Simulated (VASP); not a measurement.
Here is a VASP 6.6.1 calculation.

File INCAR:

```
ALGO = Normal ; EDIFF = 1E-6
ENCUT = 520 ; GGA = PE
ISIF = 2 ; ISMEAR = 0
IVDW = 12 ; LASPH = True
LCHARG = False ; LREAL = False
LWAVE = False ; NBANDS = 16
NELM = 60 ; PREC = Accurate
SIGMA = 0.15
```

File KPOINTS:

```
k-points
0
Gamma
  24 24 8
```

The input POSCAR:

```
C
1.0
    1.3279601472     -2.2989392136      0.0000000000
    1.3279601472      2.2989392136      0.0000000000
    0.0000000000      0.0000000000      5.8591865225
C
4
Direct
    0.0833101797      0.9166898203      0.7500000000
    0.5833101797      0.4166898203      0.2500000000
    0.9166898203      0.0833101797      0.2500000000
    0.4166898203      0.5833101797      0.7500000000
```

Potentials or basis: VASP PAW PBE potentials, release 64 (C).

Launch:

```sh
$ cat potpaw_PBE.64/C/POTCAR > POTCAR
$ mpirun -np 1 vasp_std > vasp.out
```

(1) Predict the band gap on the k mesh.

(2) Estimate the largest force.

(3) What does it give for the dispersion energy per atom?

(4) What does it give for the pressure?

## Answers

(1) zero (bands 8 and 9 overlap by 0.69 eV).

(2) 0.034 eV/Å.

(3) -0.167 eV.

(4) -48.4 GPa.

Caveat: the stress differs along the axes, from -79 to 11 GPa.
